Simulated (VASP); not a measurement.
# Nb5N (P4/nmm) in VASP: single point with PBE

Aim: the single point of Nb5N with PBE.

Program: VASP 6.6.1. These are calculated values, not measurements. Logs are shortened: lines on timing, memory, paths and dates and some standing lists are left out, and cuts for length are marked.

## 1. The cell of the first run

The structure is tetragonal, space group P4/nmm (No. 129). The conventional cell has a = 3.221 Å, b = 3.221 Å, c = 18.096 Å, α = 90.00°, β = 90.00°, γ = 90.00°. Within 3.4 Å of Nb (site symmetry 4mm) lie 1 N at 2.17 Å and 13 Nb at 2.82 to 3.33 Å. Nb (site symmetry 4mm) has 5 N at 2.20 to 2.29 Å and 12 Nb at 3.01 to 3.32 Å within 3.4 Å. Nb (site symmetry 4mm) has 14 Nb at 2.82 to 3.62 Å within 3.7 Å. Nb (site symmetry 4mm) has 14 Nb at 2.82 to 3.39 Å within 3.7 Å. Nb (site symmetry 4mm) has 14 Nb at 2.83 to 3.39 Å within 3.7 Å. N (site symmetry 4mm) has 6 Nb at 2.17 to 2.29 Å within 2.9 Å.

## 2. Single point, PBE

File INCAR:

```
SYSTEM = Nb5N
  PREC = Accurate
  ENCUT = 520
  EDIFF = 1E-7
  ISMEAR = 0
  SIGMA = 0.2
  LREAL = .False.
  LASPH = .True.
  NELM = 100
  ALGO = Normal
  ISIF = 2
  LWAVE = .False.
  LCHARG = .False.
  GGA = PE
  NBANDS = 82
```

File KPOINTS:

```
regular mesh
0
Gamma
  5 5 1
  0 0 0
```

File POSCAR:

```
Nb5N
1.0
    3.2214254364      0.0000000000      0.0000000000
    0.0000000000      3.2214254364      0.0000000000
    0.0000000000      0.0000000000     18.0957969177
Nb N
10 2
Direct
    0.0000000000      0.5000000000      0.1750747461
    0.0000000000      0.5000000000      0.9332876038
    0.5000000000      0.0000000000      0.8249252539
    0.5000000000      0.0000000000      0.0667123962
    0.0000000000      0.5000000000      0.7331886301
    0.5000000000      0.0000000000      0.2668113699
    0.0000000000      0.5000000000      0.3589289272
    0.5000000000      0.0000000000      0.6410710728
    0.0000000000      0.5000000000      0.5462366067
    0.5000000000      0.0000000000      0.4537633933
    0.0000000000      0.5000000000      0.0549134215
    0.5000000000      0.0000000000      0.9450865785
```

Potentials or basis: VASP PAW PBE potentials, release 64 (Nb_sv, N).

Run with:

```
cat potpaw_PBE.64/Nb_sv/POTCAR potpaw_PBE.64/N/POTCAR > POTCAR
mpirun -np 1 vasp_std > vasp.out
```

OUTCAR:

```text
SYSTEM = Nb5N
   PREC = Accurate
   ENCUT = 520
   EDIFF = 1E-7
   ISMEAR = 0
   LREAL = .False.
   LASPH = .True.
   NELM = 100
   ISIF = 2
   GGA = PE

 ion  position               nearest neighbor table
   1  0.000  0.500  0.175-  11 2.17   6 2.82   6 2.82   6 2.82   6 2.82   4 3.01   4 3.01   4 3.01
                             4 3.01
   2  0.000  0.500  0.933-  11 2.20  12 2.29  12 2.29  12 2.29  12 2.29   3 3.01   3 3.01   3 3.01
                             3 3.01
   3  0.500  0.000  0.825-  12 2.17   5 2.82   5 2.82   5 2.82   5 2.82   2 3.01   2 3.01   2 3.01
                             2 3.01
   4  0.500  0.000  0.067-  12 2.20  11 2.29  11 2.29  11 2.29  11 2.29   1 3.01   1 3.01   1 3.01
                             1 3.01
   5  0.000  0.500  0.733-   3 2.82   3 2.82   3 2.82   3 2.82   8 2.82   8 2.82   8 2.82   8 2.82

   6  0.500  0.000  0.267-   1 2.82   1 2.82   1 2.82   1 2.82   7 2.82   7 2.82   7 2.82   7 2.82

   7  0.000  0.500  0.359-   6 2.82   6 2.82   6 2.82   6 2.82  10 2.85  10 2.85  10 2.85  10 2.85

   8  0.500  0.000  0.641-   5 2.82   5 2.82   5 2.82   5 2.82   9 2.85   9 2.85   9 2.85   9 2.85

   9  0.000  0.500  0.546-  10 2.83  10 2.83  10 2.83  10 2.83   8 2.85   8 2.85   8 2.85   8 2.85

  10  0.500  0.000  0.454-   9 2.83   9 2.83   9 2.83   9 2.83   7 2.85   7 2.85   7 2.85   7 2.85

  11  0.000  0.500  0.055-   1 2.17   2 2.20   4 2.29   4 2.29   4 2.29   4 2.29
  12  0.500  0.000  0.945-   3 2.17   4 2.20   2 2.29   2 2.29   2 2.29   2 2.29

  LATTYP: Found a simple tetragonal cell.
 ALAT       =     3.2214254364
 C/A-ratio  =     5.6173260176

  Lattice vectors:

 A1 = (   3.2214254364,   0.0000000000,   0.0000000000)
 A2 = (   0.0000000000,   3.2214254364,   0.0000000000)
 A3 = (   0.0000000000,   0.0000000000,  18.0957969177)

Analysis of symmetry for initial positions (statically):
=====================================================================
 Subroutine PRICEL returns:
 Original cell was already a primitive cell.

 Routine SETGRP: Setting up the symmetry group for a
 simple tetragonal supercell.

 Subroutine GETGRP returns: Found 16 space group operations
 (whereof  8 operations were pure point group operations)
 out of a pool of 16 trial point group operations.

The static configuration has the point symmetry D_2d.
 The point group associated with its full space group is D_4h.

Analysis of symmetry for dynamics (positions and initial velocities):
=====================================================================
 Subroutine PRICEL returns:
 Original cell was already a primitive cell.

 Routine SETGRP: Setting up the symmetry group for a
 simple tetragonal supercell.

 Subroutine GETGRP returns: Found 16 space group operations
 (whereof  8 operations were pure point group operations)
 out of a pool of 16 trial point group operations.

The dynamic configuration has the point symmetry D_2d.
 The point group associated with its full space group is D_4h.

 Subroutine INISYM returns: Found 16 space group operations
 (whereof  8 operations are pure point group operations),
 and found     1 'primitive' translations

----------------------------------------------------------------------------------------

                                     Primitive cell

  volume of cell :     187.7906

  direct lattice vectors                    reciprocal lattice vectors
     3.221425436  0.000000000  0.000000000     0.310421588  0.000000000  0.000000000
     0.000000000  3.221425436  0.000000000     0.000000000  0.310421588  0.000000000
     0.000000000  0.000000000 18.095796918     0.000000000  0.000000000  0.055261451

  length of vectors
     3.221425436  3.221425436 18.095796918     0.310421588  0.310421588  0.055261451

  position of ions in fractional coordinates (direct lattice)
     0.000000000  0.500000000  0.175074746
     0.000000000  0.500000000  0.933287604
     0.500000000  0.000000000  0.824925254
     0.500000000  0.000000000  0.066712396
     0.000000000  0.500000000  0.733188630
     0.500000000  0.000000000  0.266811370
     0.000000000  0.500000000  0.358928927
     0.500000000  0.000000000  0.641071073
     0.000000000  0.500000000  0.546236607
     0.500000000  0.000000000  0.453763393
     0.000000000  0.500000000  0.054913421
     0.500000000  0.000000000  0.945086579

  ion indices of the primitive-cell ions
   primitive index   ion index
                 1           1
                 2           2
                 3           3
                 4           4
                 5           5
                 6           6
                 7           7
                 8           8
                 9           9
                10          10
                11          11
                12          12

----------------------------------------------------------------------------------------

 KPOINTS: regular mesh

Automatic generation of k-mesh.
 Grid dimensions read from file:
 generate k-points for:    5    5    1

 Generating k-lattice:

  Cartesian coordinates                     Fractional coordinates (reciprocal lattice)
     0.062084318  0.000000000  0.000000000     0.200000000  0.000000000  0.000000000
     0.000000000  0.062084318  0.000000000     0.000000000  0.200000000  0.000000000
     0.000000000  0.000000000  0.055261451     0.000000000  0.000000000  1.000000000

  Length of vectors
     0.062084318  0.062084318  0.055261451

  Shift w.r.t. Gamma in fractional coordinates (k-lattice)
     0.000000000  0.000000000  0.000000000

 Subroutine IBZKPT returns following result:
 ===========================================

 Found      6 irreducible k-points:

 Following reciprocal coordinates:
            Coordinates               Weight
  0.000000  0.000000  0.000000      1.000000
  0.200000  0.000000  0.000000      4.000000
  0.400000  0.000000  0.000000      4.000000
  0.200000  0.200000  0.000000      4.000000
  0.400000  0.200000  0.000000      8.000000
  0.400000  0.400000  0.000000      4.000000
   k-points           NKPTS =      6   k-points in BZ     NKDIM =      6   number of bands    NBANDS=     82
   number of dos      NEDOS =    301   number of ions     NIONS =     12
   total plane-waves  NPLWV =  80640
   dimension x,y,z NGX =    24 NGY =   24 NGZ =  140
   dimension x,y,z NGXF=    48 NGYF=   48 NGZF=  280
   ions per type =              10   2
   NGX,Y,Z   is equivalent  to a cutoff of  12.39, 12.39, 12.86 a.u.
   NGXF,Y,Z  is equivalent  to a cutoff of  24.77, 24.77, 25.72 a.u.
 SYSTEM =  Nb5N
   PREC   = accura    normal or accurate (medium, high low for compatibility)
   ISTART =      0    job   : 0-new  1-cont  2-samecut
   ICHARG =      2    charge: 1-file 2-atom 10-const
   ISPIN  =      1    spin polarized calculation?
   LNONCOLLINEAR =      F non collinear calculations
   LSORBIT =      F    spin-orbit coupling
   LASPH  =      T    aspherical Exc in radial PAW
   ENCUT  =  520.0 eV  38.22 Ry    6.18 a.u.   5.99  5.99 33.65*2*pi/ulx,y,z
   NELM   =    100;   NELMIN=  2; NELMDL= -5     # of ELM steps
   EDIFF  = 0.1E-06   stopping-criterion for ELM
   LREAL  =      F    real-space projection
   EDIFFG = 0.1E-05   stopping-criterion for IOM
   NSW    =      0    number of steps for IOM
   IBRION =     -1    ionic relax: 0-MD 1-quasi-New 2-CG
   NFREE  =      0    steps in history (QN), initial steepest desc. (CG)
   ISIF   =      2    stress and relaxation
   ISYM   =      2    0-nonsym 1-usesym 2-fastsym
   POTIM  = 0.5000    time-step for ionic-motion
   TEBEG  =    0.0;   TEEND  =   0.0 temperature during run
   PSTRESS=    0.0 pullay stress
   NELECT =     140.0000    total number of electrons
   NUPDOWN=      -1.0000    fix difference up-down
   EMIN   =  10.00;   EMAX   =-10.00  energy-range for DOS
   EFERMI =   0.00;   METHOD = LEGACY
   ISMEAR =     0;   SIGMA  =   0.20  broadening in eV -4-tet -1-fermi 0-gaus
   EFERMI_NEDOS =   21; number of points for ismear=-14 and -15
   IALGO  =     38    algorithm
   IMIX   =      4    mixing-type and parameters
     AMIX     =   0.40;   BMIX     =  1.00
     AMIX_MAG =   1.60;   BMIX_MAG =  1.00
  volume/ion in A,a.u.               =      15.65       105.61
  Fermi-wavevector in a.u.,A,eV,Ry     =   1.484429  2.805165 29.980855  2.203531
  Thomas-Fermi vector in A             =   2.597967
   LORBIT       =      0    0 simple, 1 ext, 2 COOP (PROOUT), +10 PAW based schemes
   GGA     = PE    functional components
   LHFCALC =     F    Hartree Fock is set to
   AEXX    =    0.0000 exact exchange contribution
   IVDW    =     0    specifies the selected vdW correction
   LEPSILON=     F    determine dielectric tensor
   LRPA    =     F    only Hartree local field effects (RPA)
 non-spin polarized calculation
 Gauss-broadening in eV      SIGMA  =   0.20
  energy-cutoff  :      520.00
  volume of cell :      187.79
 maximum number of plane-waves:      5090
 NGX is ok and might be reduce to    24
   NGX = 11   NGY = 11   NGZ = 67

 number of electron     139.9999990 magnetization

 Free energy of the ion-electron system (eV)
  ---------------------------------------------------
  ext. energy  EPLUGINS =         0.00000000
  ---------------------------------------------------
  free energy    TOTEN  =      -123.26693090 eV

  energy without entropy =     -123.03659904  energy(sigma->0) =     -123.15176497

 E-fermi :  11.6414     XC(G=0): -12.6652

 val. band max:       11.6012323827   @ k =   0.2000   0.0000   0.0000
 cond. band min:      11.6913115030   @ k =   0.2000   0.2000   0.0000
 fundamental gap:      0.0900791203
 Fermi energy:        11.6414208473

 k-point     1 :       0.0000    0.0000    0.0000
  band No.  band energies     occupation
      1     -44.1929      2.00000
      2     -44.1536      2.00000
      3     -42.8434      2.00000
      4     -42.8420      2.00000
      5     -42.7177      2.00000
      6     -42.6452      2.00000
[... 499 lines left out ...]
     81      15.0349      0.00000
     82      15.0774      0.00000

------------------------ aborting loop because EDIFF is reached ----------------------------------------

  FORCE on cell =-STRESS in cart. coord.  units (eV):
  Direction    XX          YY          ZZ          XY          YZ          ZX
  --------------------------------------------------------------------------------------
  -------------------------------------------------------------------------------------
  Total       -0.5487536     -0.5487536     -0.4480300      0.0000000      0.0000000      0.0000000
  in kB       -4.6818136     -4.6818136     -3.8224671      0.0000000      0.0000000      0.0000000
  external PRESSURE =      -4.3953648 kB  Pullay stress =       0.0000000 kB

 VOLUME and BASIS-vectors are now :
 -----------------------------------------------------------------------------
  energy-cutoff  :      520.00
  volume of cell :      187.79
      direct lattice vectors                 reciprocal lattice vectors
     3.221425436  0.000000000  0.000000000     0.310421588  0.000000000  0.000000000
     0.000000000  3.221425436  0.000000000     0.000000000  0.310421588  0.000000000
     0.000000000  0.000000000 18.095796918     0.000000000  0.000000000  0.055261451

 POSITION                                       TOTAL-FORCE (eV/Angst)
 -----------------------------------------------------------------------------------
      0.00000      1.61071      3.16812        -0.000000      0.000000     -0.026476
      0.00000      1.61071     16.88858        -0.000000      0.000000     -0.055450
      1.61071      0.00000     14.92768         0.000000      0.000000      0.026476
      1.61071      0.00000      1.20721         0.000000      0.000000      0.055450
      0.00000      1.61071     13.26763        -0.000000      0.000000     -0.005673
      1.61071      0.00000      4.82816        -0.000000      0.000000      0.005673
      0.00000      1.61071      6.49510        -0.000000      0.000000     -0.008122
      1.61071      0.00000     11.60069        -0.000000      0.000000      0.008122
      0.00000      1.61071      9.88459        -0.000000      0.000000      0.015035
      1.61071      0.00000      8.21121        -0.000000      0.000000     -0.015035
      0.00000      1.61071      0.99370        -0.000000      0.000000     -0.017121
      1.61071      0.00000     17.10209         0.000000      0.000000      0.017121
 -----------------------------------------------------------------------------------
    total drift:                                0.000000      0.000000      0.000000

  FREE ENERGIE OF THE ION-ELECTRON SYSTEM (eV)
  ---------------------------------------------------
  free  energy   TOTEN  =      -123.2669309033 eV

  energy  without entropy=     -123.0365990434  energy(sigma->0) =     -123.15176497
```

Wall time 87 s (1 thread of Intel Xeon 6975P-C (Granite Rapids), shared host); peak memory 0.29 GiB.

What came out:

- Free energy: -123.2669 eV
- Pressure: -0.4 GPa
- Largest force: 0.055 eV/Å
- Band gap on the k mesh: zero (bands 70 and 71 overlap by 0.77 eV)

Forces on the atoms (eV/Å):
```
Nb   0.000  0.000 -0.026
Nb   0.000  0.000 -0.055
Nb   0.000  0.000  0.026
Nb   0.000  0.000  0.055
Nb   0.000  0.000 -0.006
Nb   0.000  0.000  0.006
Nb   0.000  0.000 -0.008
Nb   0.000  0.000  0.008
Nb   0.000  0.000  0.015
Nb   0.000  0.000 -0.015
N    0.000  0.000 -0.017
N    0.000  0.000  0.017
```

Stress tensor (GPa, compression positive):
```
-0.47  0.00  0.00
 0.00 -0.47  0.00
 0.00  0.00 -0.38
```

Levels at points of the mesh, in eV from the Fermi level:
| k point | band 68 | band 69 | band 70 | band 71 | band 72 | band 73 |
| --- | --- | --- | --- | --- | --- | --- |
| (0.00, 0.00, 0.00) | 0.26 | 0.26 | 0.48 | 0.71 | 0.71 | 0.71 |

Caveat: the k points lie up to 0.39 Å⁻¹ apart, too coarse for converged energies and pressures of a metal.
